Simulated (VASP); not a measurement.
Runs of VASP 6.6.1 on BeC. The typed cell holds 2 atoms: a = 4.071 Å, b = 4.071 Å, c = 4.071 Å, α = 33.40°, β = 33.40°, γ = 33.40°. 

```tsv
k mesh	gap on the mesh (eV)	pressure (GPa)	largest force (eV/Å)
12 × 12 × 12	none	(a)	0.28
18 × 18 × 18	none	-31.6	0.29
9 × 9 × 9	none	-32.1	0.31
15 × 15 × 15	none	-31.3	0.29
```

Alike in all rows: task single point; level LDA; potentials or basis VASP PAW LDA potentials, release 64 (Be, C); no spin polarisation; cell as given; cutoff (eV) 520; smearing fermi-dirac 0.1 eV.

Q: Estimate the missing entries.

A: (a) -31.4.

Caveats: the stress differs along the axes, from -57 to -19 GPa (at least some runs); the stress differs along the axes, from -58 to -19 GPa (at least some runs); the stress differs along the axes, from -57 to -18 GPa (at least some runs).

A gap of «none» marks levels without a gap at the run's occupations.
